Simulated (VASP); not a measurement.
# Ni2BiS2 (I4/mmm) in VASP: single point with r2SCAN

Aim: the single point of Ni2BiS2 with r2SCAN.

All numbers are computed with VASP 6.6.1; they aren't measurements. Logs are shortened: lines on timing, memory, paths and dates and some standing lists are left out, and cuts for length are marked.

## 1. The cell of the first run

The structure is tetragonal, space group I4/mmm (No. 139). The conventional cell has a = 3.896 Å, b = 3.896 Å, c = 13.122 Å, α = 90.00°, β = 90.00°, γ = 90.00°. Ni (site symmetry -4m2) has 4 S at 2.42 Å and 4 Ni at 2.76 Å within 3.2 Å. Within 3.2 Å of S (site symmetry 4mm) lie 4 Ni at 2.42 Å. Within 4.4 Å of Bi (site symmetry 4/mmm) lie 8 S at 3.31 Å and 8 Ni at 3.82 Å and 4 Bi at 3.90 Å.

## 2. Single point, r2SCAN

Input file POSCAR:

```
Ni2BiS2
1.0
    0.0000000000      3.8963800000      0.0000000000
    3.8963800000      0.0000000000      0.0000000000
    1.9481900000      1.9481900000     -6.5607560000
Ni S Bi
2 2 1
Direct
    0.7500000000      0.2500000000      0.5000000000
    0.2500000000      0.7500000000      0.5000000000
    0.3600000000      0.3600000000      0.2800000000
    0.6400000000      0.6400000000      0.7200000000
    0.0000000000      0.0000000000      0.0000000000
```

Input file INCAR.step1:

```
ALGO = Normal
EDIFF = 1E-4
ENCUT = 520
GGA = PE
ISMEAR = -1
LASPH = T
LCHARG = F
LREAL = F
LWAVE = T
NBANDS = 32
NELM = 100
PREC = Accurate
SIGMA = 0.1
```

Input file INCAR.step2:

```
ALGO = Normal
EDIFF = 1E-6
ENCUT = 520
ISIF = 2
ISMEAR = -1
ISTART = 1
LASPH = T
LCHARG = F
LMIXTAU = T
LREAL = F
LWAVE = F
METAGGA = R2SCAN
NBANDS = 32
NELM = 100
PREC = Accurate
SIGMA = 0.1
```

Input file KPOINTS:

```
k-points
0
Gamma
  9 9 9
```

Potentials or basis: VASP PAW PBE potentials, release 64 (Ni, S, Bi_d).

On the command line:

```
> cat potpaw_PBE.64/Ni/POTCAR potpaw_PBE.64/S/POTCAR potpaw_PBE.64/Bi_d/POTCAR > POTCAR
> cp INCAR.step1 INCAR
> mpirun -np 1 vasp_std > vasp.out
> cp INCAR.step2 INCAR
> mpirun -np 1 vasp_std > vasp.out
```

OUTCAR:

```text
EDIFF = 1E-6
   ENCUT = 520
   ISIF = 2
   ISMEAR = -1
   ISTART = 1
   LASPH = T
   LREAL = F
   METAGGA = R2SCAN
   NELM = 100
   PREC = Accurate

 ion  position               nearest neighbor table
   1  0.750  0.250  0.500-   3 2.42   4 2.42   4 2.42   3 2.42   2 2.76   2 2.76   2 2.76   2 2.76

   2  0.250  0.750  0.500-   3 2.42   4 2.42   4 2.42   3 2.42   1 2.76   1 2.76   1 2.76   1 2.76

   3  0.360  0.360  0.280-   2 2.42   1 2.42   1 2.42   2 2.42   5 3.31   5 3.31   5 3.31   5 3.31

   4  0.640  0.640  0.720-   2 2.42   1 2.42   1 2.42   2 2.42   5 3.31   5 3.31   5 3.31   5 3.31

   5  0.000  0.000  0.000-   4 3.31   4 3.31   4 3.31   3 3.31   4 3.31   3 3.31   3 3.31   3 3.31

  LATTYP: Found a body centered tetragonal cell.
 ALAT       =     3.8963800000
 C/A-ratio  =     3.3676160949

  Lattice vectors:

 A1 = (  -1.9481900000,   1.9481900000,   6.5607560000)
 A2 = (   1.9481900000,  -1.9481900000,   6.5607560000)
 A3 = (   1.9481900000,   1.9481900000,  -6.5607560000)

Analysis of symmetry for initial positions (statically):
=====================================================================
 Subroutine PRICEL returns:
 Original cell was already a primitive cell.

 Routine SETGRP: Setting up the symmetry group for a
 body centered tetragonal supercell.

 Subroutine GETGRP returns: Found 16 space group operations
 (whereof 16 operations were pure point group operations)
 out of a pool of 16 trial point group operations.

The static configuration has the point symmetry D_4h.

Analysis of symmetry for dynamics (positions and initial velocities):
=====================================================================
 Subroutine PRICEL returns:
 Original cell was already a primitive cell.

 Routine SETGRP: Setting up the symmetry group for a
 body centered tetragonal supercell.

 Subroutine GETGRP returns: Found 16 space group operations
 (whereof 16 operations were pure point group operations)
 out of a pool of 16 trial point group operations.

The dynamic configuration has the point symmetry D_4h.

 Subroutine INISYM returns: Found 16 space group operations
 (whereof 16 operations are pure point group operations),
 and found     1 'primitive' translations

----------------------------------------------------------------------------------------

                                     Primitive cell

  volume of cell :      99.6039

  direct lattice vectors                    reciprocal lattice vectors
     0.000000000  3.896380000  0.000000000     0.000000000  0.256648479  0.076210729
     3.896380000  0.000000000  0.000000000     0.256648479  0.000000000  0.076210729
     1.948190000  1.948190000 -6.560756000     0.000000000  0.000000000 -0.152421459

  length of vectors
     3.896380000  3.896380000  7.115785821     0.267724704  0.267724704  0.152421459

  position of ions in fractional coordinates (direct lattice)
     0.750000000  0.250000000  0.500000000
     0.250000000  0.750000000  0.500000000
     0.360000000  0.360000000  0.280000000
     0.640000000  0.640000000  0.720000000
     0.000000000  0.000000000  0.000000000

  ion indices of the primitive-cell ions
   primitive index   ion index
                 1           1
                 2           2
                 3           3
                 4           4
                 5           5

----------------------------------------------------------------------------------------

 KPOINTS: k-points

Automatic generation of k-mesh.
 Grid dimensions read from file:
 generate k-points for:    9    9    9

 Generating k-lattice:

  Cartesian coordinates                     Fractional coordinates (reciprocal lattice)
     0.000000000  0.028516498  0.008467859     0.111111111  0.000000000  0.000000000
     0.028516498  0.000000000  0.008467859     0.000000000  0.111111111  0.000000000
     0.000000000  0.000000000 -0.016935718     0.000000000  0.000000000  0.111111111

  Length of vectors
     0.029747189  0.029747189  0.016935718

  Shift w.r.t. Gamma in fractional coordinates (k-lattice)
     0.000000000  0.000000000  0.000000000

 Subroutine IBZKPT returns following result:
 ===========================================

 Found     75 irreducible k-points:

 Following reciprocal coordinates:
            Coordinates               Weight
  0.000000  0.000000  0.000000      1.000000
  0.111111  0.000000 -0.000000      8.000000
  0.222222  0.000000 -0.000000      8.000000
  0.333333  0.000000 -0.000000      8.000000
  0.444444  0.000000 -0.000000      8.000000
  0.111111  0.111111 -0.000000      8.000000
[... 16 lines left out ...]
 -0.333333  0.333333  0.000000      4.000000
  0.444444  0.444444 -0.000000      8.000000
 [... further k-points ...]
   k-points           NKPTS =     75   k-points in BZ     NKDIM =     75   number of bands    NBANDS=     32
   number of dos      NEDOS =    301   number of ions     NIONS =      5
   total plane-waves  NPLWV =  48600
   dimension x,y,z NGX =    30 NGY =   30 NGZ =   54
   dimension x,y,z NGXF=    60 NGYF=   60 NGZF=  108
   ions per type =               2   2   1
   NGX,Y,Z   is equivalent  to a cutoff of  12.80, 12.80, 12.62 a.u.
   NGXF,Y,Z  is equivalent  to a cutoff of  25.60, 25.60, 25.23 a.u.
 SYSTEM =  unknown system
   PREC   = accura    normal or accurate (medium, high low for compatibility)
   ISTART =      1    job   : 0-new  1-cont  2-samecut
   ICHARG =      0    charge: 1-file 2-atom 10-const
   ISPIN  =      1    spin polarized calculation?
   LNONCOLLINEAR =      F non collinear calculations
   LSORBIT =      F    spin-orbit coupling
   LASPH  =      T    aspherical Exc in radial PAW
   ENCUT  =  520.0 eV  38.22 Ry    6.18 a.u.   7.24  7.24 13.23*2*pi/ulx,y,z
   NELM   =    100;   NELMIN=  2; NELMDL=  0     # of ELM steps
   EDIFF  = 0.1E-05   stopping-criterion for ELM
   LREAL  =      F    real-space projection
   EDIFFG = 0.1E-04   stopping-criterion for IOM
   NSW    =      0    number of steps for IOM
   IBRION =     -1    ionic relax: 0-MD 1-quasi-New 2-CG
   NFREE  =      0    steps in history (QN), initial steepest desc. (CG)
   ISIF   =      2    stress and relaxation
   ISYM   =      2    0-nonsym 1-usesym 2-fastsym
   POTIM  = 0.5000    time-step for ionic-motion
   TEBEG  =    0.0;   TEEND  =   0.0 temperature during run
   PSTRESS=    0.0 pullay stress
   NELECT =      47.0000    total number of electrons
   NUPDOWN=      -1.0000    fix difference up-down
   EMIN   =  10.00;   EMAX   =-10.00  energy-range for DOS
   EFERMI =   0.00;   METHOD = LEGACY
   ISMEAR =    -1;   SIGMA  =   0.10  broadening in eV -4-tet -1-fermi 0-gaus
   EFERMI_NEDOS =   21; number of points for ismear=-14 and -15
   IALGO  =     38    algorithm
   IMIX   =      4    mixing-type and parameters
     AMIX     =   0.40;   BMIX     =  1.00
     AMIX_MAG =   1.60;   BMIX_MAG =  1.00
  volume/ion in A,a.u.               =      19.92       134.43
  Fermi-wavevector in a.u.,A,eV,Ry     =   1.274526  2.408504 22.101520  1.624416
  Thomas-Fermi vector in A             =   2.407289
   LORBIT       =      0    0 simple, 1 ext, 2 COOP (PROOUT), +10 PAW based schemes
   METAGGA = R2SCAN    functional components
   LHFCALC =     F    Hartree Fock is set to
   AEXX    =    0.0000 exact exchange contribution
   IVDW    =     0    specifies the selected vdW correction
   LEPSILON=     F    determine dielectric tensor
   LRPA    =     F    only Hartree local field effects (RPA)
 non-spin polarized calculation
  energy-cutoff  :      520.00
  volume of cell :       99.60
 maximum number of plane-waves:      2702
 NGX is ok and might be reduce to    30
   NGX = 15   NGY = 15   NGZ = 27

 number of electron      46.9999990 magnetization

 Free energy of the ion-electron system (eV)
  ---------------------------------------------------
  ext. energy  EPLUGINS =         0.00000000
  ---------------------------------------------------
  free energy    TOTEN  =       -98.10708125 eV

  energy without entropy =      -97.91954880  energy(sigma->0) =      -98.01331502

 E-fermi :   6.4578     XC(G=0): -11.0557

 val. band max:        6.4560352466   @ k =   0.2222   0.2222   0.1111
 cond. band min:       6.4606556096   @ k =  -0.4444   0.1111   0.0000
 fundamental gap:      0.0046203630
 Fermi energy:         6.4577548513

 k-point     1 :       0.0000    0.0000    0.0000
  band No.  band energies     occupation
      1     -17.9275      2.00000
      2     -17.8864      2.00000
      3     -17.8864      2.00000
      4     -17.8767      2.00000
      5     -17.8195      2.00000
      6      -8.5500      2.00000
[... 24 lines left out ...]
     31      13.3187      0.00000
     32      13.3253      0.00000

 k-point     2 :       0.1111    0.0000   -0.0000
  band No.  band energies     occupation
      1     -17.9261      2.00000
      2     -17.8883      2.00000
      3     -17.8862      2.00000
      4     -17.8725      2.00000
      5     -17.8211      2.00000
      6      -8.4699      2.00000
[... 24 lines left out ...]
     31      12.4276      0.00000
     32      13.3752      0.00000

 k-point     3 :       0.2222    0.0000   -0.0000
  band No.  band energies     occupation
      1     -17.9231      2.00000
      2     -17.8931      2.00000
      3     -17.8858      2.00000
      4     -17.8609      2.00000
      5     -17.8250      2.00000
      6      -8.2459      2.00000
[... 24 lines left out ...]
     31      12.3469      0.00000
     32      13.3986      0.00000

 k-point     4 :       0.3333    0.0000   -0.0000
  band No.  band energies     occupation
      1     -17.9207      2.00000
      2     -17.8985      2.00000
      3     -17.8852      2.00000
      4     -17.8468      2.00000
      5     -17.8294      2.00000
      6      -7.9349      2.00000
[... 654 lines left out ...]
     31      12.8719      0.00000
     32      15.2172      0.00000

 k-point    23 :      -0.3333    0.3333    0.0000
  band No.  band energies     occupation
      1     -17.9082      2.00000
      2     -17.8967      2.00000
      3     -17.8960      2.00000
      4     -17.8418      2.00000
      5     -17.8224      2.00000
      6      -7.5683      2.00000
[... 24 lines left out ...]
     31      12.7153      0.00000
     32      14.9848      0.00000

 k-point    24 :       0.4444    0.4444   -0.0000
  band No.  band energies     occupation
      1     -17.9027      2.00000
      2     -17.8990      2.00000
      3     -17.8988      2.00000
      4     -17.8492      2.00000
      5     -17.8061      2.00000
      6      -7.2687      2.00000
[... 24 lines left out ...]
     31      13.2337      0.00000
     32      15.1863      0.00000

 [... further k-points ...]
[... 5 lines left out ...]
  --------------------------------------------------------------------------------------
  -------------------------------------------------------------------------------------
  Total       -8.7980846     -8.7980846     -6.6718507      0.0000000      0.0000000      0.0000000
  in kB     -141.5214337   -141.5214337   -107.3199353      0.0000000      0.0000000      0.0000000
  external PRESSURE =    -130.1209342 kB  Pullay stress =       0.0000000 kB

 VOLUME and BASIS-vectors are now :
 -----------------------------------------------------------------------------
  energy-cutoff  :      520.00
  volume of cell :       99.60
      direct lattice vectors                 reciprocal lattice vectors
     0.000000000  3.896380000  0.000000000     0.000000000  0.256648479  0.076210729
     3.896380000  0.000000000  0.000000000     0.256648479  0.000000000  0.076210729
     1.948190000  1.948190000 -6.560756000     0.000000000  0.000000000 -0.152421459

 POSITION                                       TOTAL-FORCE (eV/Angst)
 -----------------------------------------------------------------------------------
      1.94819      3.89638     -3.28038         0.000000     -0.000000     -0.000000
      3.89638      1.94819     -3.28038        -0.000000      0.000000     -0.000000
      1.94819      1.94819     -1.83701         0.000000      0.000000     -1.485868
      3.89638      3.89638     -4.72374        -0.000000     -0.000000      1.485868
      0.00000      0.00000      0.00000         0.000000     -0.000000     -0.000000
 -----------------------------------------------------------------------------------
    total drift:                                0.000000     -0.000000     -0.000000

  FREE ENERGIE OF THE ION-ELECTRON SYSTEM (eV)
  ---------------------------------------------------
  free  energy   TOTEN  =       -98.1070812471 eV

  energy  without entropy=      -97.9195487987  energy(sigma->0) =      -98.01331502
```

Wall time 15 min (1 thread of Intel Xeon 6975P-C, shared host); peak memory 0.38 GiB.

What came out:

| Item | Value |
| --- | --- |
| Free energy | -98.1071 eV |
| Pressure | -13.0 GPa |
| Largest force | 1.486 eV/Å |

Forces in eV/Å, atoms in the order of the input:
```
Ni   0.000  0.000  0.000
Ni   0.000  0.000  0.000
S    0.000  0.000 -1.486
S    0.000  0.000  1.486
Bi   0.000  0.000  0.000
```

Stress tensor (GPa, compression positive):
```
-14.15   0.00   0.00
  0.00 -14.15   0.00
  0.00   0.00 -10.73
```

Caveat: the PAW data sets were made with another functional, which shifts forces and pressure a little; spin-orbit coupling is left out, which moves the levels of the heavy elements; the run has no spin polarisation, though such a crystal can be magnetic.
